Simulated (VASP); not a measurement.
# Al (Fm-3m) in VASP: notebook

Al is run at these levels: PBEsol; tasks: single point.

Everything below comes from runs of VASP 6.6.1. Logs are shortened: lines on timing, memory, paths and dates and some standing lists are left out, and cuts for length are marked.

### 1 The cell of the first run

Symmetry: Fm-3m, No. 225, cubic system. Conventional cell: a = 3.927 Å, b = 3.927 Å, c = 3.927 Å, α = 90.00°, β = 90.00°, γ = 90.00°. Within 3.7 Å of Al (site symmetry m-3m) lie 12 Al at 2.78 Å.

### 2 Single point, PBEsol (strain -0.030 along x and y, -0.030 along z)

Input file INCAR:

```
SYSTEM = Al
PREC = Accurate
ENCUT = 520
EDIFF = 1E-6
ISMEAR = 0
SIGMA = 0.15
LREAL = .FALSE.
LASPH = .TRUE.
NELM = 100
ALGO = Fast
ISIF = 2
LWAVE = .FALSE.
LCHARG = .FALSE.
GGA = PS
NBANDS = 8
```

Input file KPOINTS:

```
regular mesh
0
G
  20 20 20
  0 0 0
```

Input file POSCAR:

```
Al
1.0
    0.0000000000      1.9632606000      1.9632606000
    1.9632606000      0.0000000000      1.9632606000
    1.9632606000      1.9632606000      0.0000000000
Al
1
Direct
    0.0000000000      0.0000000000      0.0000000000
```

Potentials or basis: VASP PAW PBE potentials, release 64 (Al).

The run is started by

```console
$ cat potpaw_PBE.64/Al/POTCAR > POTCAR
$ mpirun -np 1 vasp_std > vasp.out
```

OUTCAR:

```text
SYSTEM = Al
   PREC = Accurate
   ENCUT = 520
   EDIFF = 1E-6
   ISMEAR = 0
   LREAL = .FALSE.
   LASPH = .TRUE.
   NELM = 100
   ISIF = 2
   GGA = PS

 ion  position               nearest neighbor table
   1  0.000  0.000  0.000-

  LATTYP: Found a face centered cubic cell.
 ALAT       =     3.9265212000

  Lattice vectors:

 A1 = (   0.0000000000,   1.9632606000,   1.9632606000)
 A2 = (   1.9632606000,   0.0000000000,   1.9632606000)
 A3 = (   1.9632606000,   1.9632606000,   0.0000000000)

Analysis of symmetry for initial positions (statically):
=====================================================================
 Subroutine PRICEL returns:
 Original cell was already a primitive cell.

 Routine SETGRP: Setting up the symmetry group for a
 face centered cubic supercell.

 Subroutine GETGRP returns: Found 48 space group operations
 (whereof 48 operations were pure point group operations)
 out of a pool of 48 trial point group operations.

The static configuration has the point symmetry O_h .

Analysis of symmetry for dynamics (positions and initial velocities):
=====================================================================
 Subroutine PRICEL returns:
 Original cell was already a primitive cell.

 Routine SETGRP: Setting up the symmetry group for a
 face centered cubic supercell.

 Subroutine GETGRP returns: Found 48 space group operations
 (whereof 48 operations were pure point group operations)
 out of a pool of 48 trial point group operations.

The dynamic configuration has the point symmetry O_h .

 Subroutine INISYM returns: Found 48 space group operations
 (whereof 48 operations are pure point group operations),
 and found     1 'primitive' translations

----------------------------------------------------------------------------------------

                                     Primitive cell

  volume of cell :      15.1344

  direct lattice vectors                    reciprocal lattice vectors
     0.000000000  1.963260600  1.963260600    -0.254678365  0.254678365  0.254678365
     1.963260600  0.000000000  1.963260600     0.254678365 -0.254678365  0.254678365
     1.963260600  1.963260600  0.000000000     0.254678365  0.254678365 -0.254678365

  length of vectors
     2.776469767  2.776469767  2.776469767     0.441115868  0.441115868  0.441115868

  position of ions in fractional coordinates (direct lattice)
     0.000000000  0.000000000  0.000000000

  ion indices of the primitive-cell ions
   primitive index   ion index
                 1           1

----------------------------------------------------------------------------------------

 KPOINTS: regular mesh

Automatic generation of k-mesh.
 Grid dimensions read from file:
 generate k-points for:   20   20   20

 Generating k-lattice:

  Cartesian coordinates                     Fractional coordinates (reciprocal lattice)
    -0.012733918  0.012733918  0.012733918     0.050000000  0.000000000  0.000000000
     0.012733918 -0.012733918  0.012733918     0.000000000  0.050000000  0.000000000
     0.012733918  0.012733918 -0.012733918     0.000000000  0.000000000  0.050000000

  Length of vectors
     0.022055793  0.022055793  0.022055793

  Shift w.r.t. Gamma in fractional coordinates (k-lattice)
     0.000000000  0.000000000  0.000000000

 Subroutine IBZKPT returns following result:
 ===========================================

 Found    256 irreducible k-points:

 Following reciprocal coordinates:
            Coordinates               Weight
  0.000000  0.000000  0.000000      1.000000
  0.050000  0.000000  0.000000      8.000000
  0.100000  0.000000  0.000000      8.000000
  0.150000  0.000000  0.000000      8.000000
  0.200000  0.000000  0.000000      8.000000
  0.250000  0.000000  0.000000      8.000000
[... 16 lines left out ...]
 -0.400000  0.050000  0.000000     24.000000
 -0.350000  0.050000  0.000000     24.000000
 [... further k-points ...]
   k-points           NKPTS =    256   k-points in BZ     NKDIM =    256   number of bands    NBANDS=      8
   number of dos      NEDOS =    301   number of ions     NIONS =      1
   total plane-waves  NPLWV =  13824
   dimension x,y,z NGX =    24 NGY =   24 NGZ =   24
   dimension x,y,z NGXF=    48 NGYF=   48 NGZF=   48
   ions per type =               1
   NGX,Y,Z   is equivalent  to a cutoff of  14.37, 14.37, 14.37 a.u.
   NGXF,Y,Z  is equivalent  to a cutoff of  28.74, 28.74, 28.74 a.u.
 SYSTEM =  Al
   PREC   = accura    normal or accurate (medium, high low for compatibility)
   ISTART =      0    job   : 0-new  1-cont  2-samecut
   ICHARG =      2    charge: 1-file 2-atom 10-const
   ISPIN  =      1    spin polarized calculation?
   LNONCOLLINEAR =      F non collinear calculations
   LSORBIT =      F    spin-orbit coupling
   LASPH  =      T    aspherical Exc in radial PAW
   ENCUT  =  520.0 eV  38.22 Ry    6.18 a.u.   5.16  5.16  5.16*2*pi/ulx,y,z
   NELM   =    100;   NELMIN=  2; NELMDL= -5     # of ELM steps
   EDIFF  = 0.1E-05   stopping-criterion for ELM
   LREAL  =      F    real-space projection
   EDIFFG = 0.1E-04   stopping-criterion for IOM
   NSW    =      0    number of steps for IOM
   IBRION =     -1    ionic relax: 0-MD 1-quasi-New 2-CG
   NFREE  =      0    steps in history (QN), initial steepest desc. (CG)
   ISIF   =      2    stress and relaxation
   ISYM   =      2    0-nonsym 1-usesym 2-fastsym
   POTIM  = 0.5000    time-step for ionic-motion
   TEBEG  =    0.0;   TEEND  =   0.0 temperature during run
   PSTRESS=    0.0 pullay stress
   NELECT =       3.0000    total number of electrons
   NUPDOWN=      -1.0000    fix difference up-down
   EMIN   =  10.00;   EMAX   =-10.00  energy-range for DOS
   EFERMI =   0.00;   METHOD = LEGACY
   ISMEAR =     0;   SIGMA  =   0.15  broadening in eV -4-tet -1-fermi 0-gaus
   EFERMI_NEDOS =   21; number of points for ismear=-14 and -15
   IALGO  =     68    algorithm
   IMIX   =      4    mixing-type and parameters
     AMIX     =   0.40;   BMIX     =  1.00
     AMIX_MAG =   1.60;   BMIX_MAG =  1.00
  volume/ion in A,a.u.               =      15.13       102.13
  Fermi-wavevector in a.u.,A,eV,Ry     =   0.954540  1.803818 12.396893  0.911146
  Thomas-Fermi vector in A             =   2.083296
   LORBIT       =      0    0 simple, 1 ext, 2 COOP (PROOUT), +10 PAW based schemes
   GGA     = PS    functional components
   LHFCALC =     F    Hartree Fock is set to
   AEXX    =    0.0000 exact exchange contribution
   IVDW    =     0    specifies the selected vdW correction
   LEPSILON=     F    determine dielectric tensor
   LRPA    =     F    only Hartree local field effects (RPA)
 non-spin polarized calculation
 RMM-DIIS sequential band-by-band and
 Gauss-broadening in eV      SIGMA  =   0.15
  energy-cutoff  :      520.00
  volume of cell :       15.13
 maximum number of plane-waves:       420
 NGX is ok and might be reduce to    24
   NGX = 11   NGY = 11   NGZ = 11

 number of electron       3.0000000 magnetization

 Free energy of the ion-electron system (eV)
  ---------------------------------------------------
  ext. energy  EPLUGINS =         0.00000000
  ---------------------------------------------------
  free energy    TOTEN  =        -4.07431318 eV

  energy without entropy =       -4.07001748  energy(sigma->0) =       -4.07216533

 E-fermi :   8.9182     XC(G=0): -10.5762

 val. band max:        8.8983109274   @ k =  -0.4000   0.4000   0.1000
 cond. band min:       8.9278008371   @ k =  -0.3000   0.2500   0.0000
 fundamental gap:      0.0294899098
 Fermi energy:         8.9182107011

 k-point     1 :       0.0000    0.0000    0.0000
  band No.  band energies     occupation
      1      -2.8609      2.00000
      2      21.9602      0.00000
      3      21.9602      0.00000
      4      21.9602      0.00000
      5      24.1309      0.00000
      6      24.1309      0.00000
      7      24.1309      0.00000
      8      26.0062      0.00000

 k-point     2 :       0.0500    0.0000    0.0000
  band No.  band energies     occupation
      1      -2.7890      2.00000
      2      20.7029      0.00000
      3      21.7573      0.00000
      4      21.7573      0.00000
      5      24.4492      0.00000
      6      24.4492      0.00000
      7      24.5429      0.00000
      8      26.7994      0.00000

 k-point     3 :       0.1000    0.0000    0.0000
  band No.  band energies     occupation
      1      -2.5734      2.00000
      2      18.6543      0.00000
      3      21.3519      0.00000
      4      21.3519      0.00000
      5      24.5754      0.00000
      6      25.1899      0.00000
      7      25.1899      0.00000
      8      27.8312      0.00000

 k-point     4 :       0.1500    0.0000    0.0000
  band No.  band energies     occupation
      1      -2.2149      2.00000
      2      16.5414      0.00000
      3      20.9502      0.00000
      4      20.9502      0.00000
      5      24.4016      0.00000
      6      25.9837      0.00000
      7      25.9837      0.00000
      8      26.9289      0.00000

 k-point     5 :       0.2000    0.0000    0.0000
  band No.  band energies     occupation
      1      -1.7146      2.00000
      2      14.4745      0.00000
      3      20.6232      0.00000
      4      20.6232      0.00000
      5      24.2036      0.00000
      6      25.4450      0.00000
      7      25.4450      0.00000
      8      27.5309      0.00000

 k-point     6 :       0.2500    0.0000    0.0000
  band No.  band energies     occupation
      1      -1.0743      2.00000
      2      12.4888      0.00000
      3      20.3945      0.00000
      4      20.3945      0.00000
      5      24.0518      0.00000
      6      24.4662      0.00000
      7      24.4662      0.00000
      8      28.6963      0.00000

 k-point     7 :       0.3000    0.0000    0.0000
  band No.  band energies     occupation
      1      -0.2960      2.00000
      2      10.6005      0.00000
      3      20.2728      0.00000
      4      20.2728      0.00000
      5      23.5534      0.00000
      6      23.5534      0.00000
      7      23.9837      0.00000
      8      27.7886      0.00000
[... 133 lines left out ...]
 k-point    20 :       0.4500    0.0500    0.0000
  band No.  band energies     occupation
      1       2.4919      2.00000
      2       6.1675      2.00000
      3      19.4810      0.00000
      4      19.9744      0.00000
      5      21.0063      0.00000
      6      22.7834      0.00000
      7      25.1823      0.00000
      8      26.2700      0.00000

 k-point    21 :       0.5000    0.0500    0.0000
  band No.  band energies     occupation
      1       3.7175      2.00000
      2       4.7345      2.00000
      3      19.5068      0.00000
      4      19.7834      0.00000
      5      21.2803      0.00000
      6      22.2839      0.00000
      7      25.3950      0.00000
      8      25.8526      0.00000

 k-point    22 :      -0.4500    0.0500    0.0000
  band No.  band energies     occupation
      1       3.3071      2.00000
      2       5.1864      2.00000
      3      19.1323      0.00000
      4      20.2026      0.00000
      5      21.7020      0.00000
      6      21.9043      0.00000
      7      25.1477      0.00000
      8      26.1325      0.00000

 k-point    23 :      -0.4000    0.0500    0.0000
  band No.  band energies     occupation
      1       2.1017      2.00000
      2       6.6818      2.00000
      3      18.8712      0.00000
      4      20.7305      0.00000
      5      21.6529      0.00000
      6      22.2499      0.00000
      7      24.8479      0.00000
      8      26.7013      0.00000

 k-point    24 :      -0.3500    0.0500    0.0000
  band No.  band energies     occupation
      1       1.0138      2.00000
      2       8.3075      2.00000
      3      18.7283      0.00000
      4      21.2614      0.00000
      5      21.6339      0.00000
      6      22.9150      0.00000
      7      24.6555      0.00000
      8      27.3882      0.00000

 [... further k-points ...]

------------------------ aborting loop because EDIFF is reached ----------------------------------------

  FORCE on cell =-STRESS in cart. coord.  units (eV):
  Direction    XX          YY          ZZ          XY          YZ          ZX
  --------------------------------------------------------------------------------------
  -------------------------------------------------------------------------------------
  Total        0.6041291      0.6041291      0.6041291     -0.0000000      0.0000000      0.0000000
  in kB       63.9552884     63.9552884     63.9552884     -0.0000000      0.0000000      0.0000000
  external PRESSURE =      63.9552884 kB  Pullay stress =       0.0000000 kB

 VOLUME and BASIS-vectors are now :
 -----------------------------------------------------------------------------
  energy-cutoff  :      520.00
  volume of cell :       15.13
      direct lattice vectors                 reciprocal lattice vectors
     0.000000000  1.963260600  1.963260600    -0.254678365  0.254678365  0.254678365
     1.963260600  0.000000000  1.963260600     0.254678365 -0.254678365  0.254678365
     1.963260600  1.963260600  0.000000000     0.254678365  0.254678365 -0.254678365

 POSITION                                       TOTAL-FORCE (eV/Angst)
 -----------------------------------------------------------------------------------
      0.00000      0.00000      0.00000         0.000000      0.000000      0.000000
 -----------------------------------------------------------------------------------
    total drift:                               -0.000000      0.000000     -0.000000

  FREE ENERGIE OF THE ION-ELECTRON SYSTEM (eV)
  ---------------------------------------------------
  free  energy   TOTEN  =        -4.0743131827 eV

  energy  without entropy=       -4.0700174756  energy(sigma->0) =       -4.07216533
```

Run time: 42 s. Hardware: 1 thread of AMD EPYC 7R43 (Zen 3), shared host; peak memory 0.11 GiB.

What came out:

```yaml
Free_energy: -4.0743 eV
Pressure: 6.4 GPa
```

Caveat: the cell differs from its parent crystal (strain -0.030 along x and y, -0.030 along z); the PAW data sets were made with another functional, which shifts forces and pressure a little.

### 3 Single point, PBEsol (strain -0.015 along x and y, -0.015 along z)

Input file INCAR:

```
PREC = Accurate
ENCUT = 520
EDIFF = 1E-6
ISMEAR = 0
SIGMA = 0.15
LREAL = False
LASPH = True
NELM = 80
ALGO = Normal
ISIF = 2
LWAVE = False
LCHARG = False
GGA = PS
NBANDS = 8
```

Input file KPOINTS:

```
Automatic mesh
0
Gamma
  20 20 20
```

Input file POSCAR:

```
Al
1.0
    0.0000000000      1.9936203000      1.9936203000
    1.9936203000      0.0000000000      1.9936203000
    1.9936203000      1.9936203000      0.0000000000
Al
1
Direct
    0.0000000000      0.0000000000      0.0000000000
```

Potentials or basis: VASP PAW PBE potentials, release 64 (Al).

The run is started by

```console
$ cat potpaw_PBE.64/Al/POTCAR > POTCAR
$ mpirun -np 1 vasp_std > vasp.out
```

Run time: 32 s. Hardware: 1 thread of AMD EPYC 7R43 (Zen 3), shared host; peak memory 0.12 GiB.

The run converged. Its results:

```
Free energy : -4.0921 eV
Pressure    : 1.8 GPa
```

Levels at points of the mesh, in eV from the Fermi level:
```csv
k point,band 1,band 2,band 3,band 4,band 5
"(0.00, 0.00, 0.00)",-11.45,12.78,12.78,12.78,14.58
"(0.50, 0.00, 0.00)",-4.80,-4.47,11.58,11.58,11.79
"(0.50, 0.50, 0.00)",-3.06,-1.66,5.22,5.73,5.73
```

Caveat: the cell differs from its parent crystal (strain -0.015 along x and y, -0.015 along z); the PAW data sets were made with another functional, which shifts forces and pressure a little.
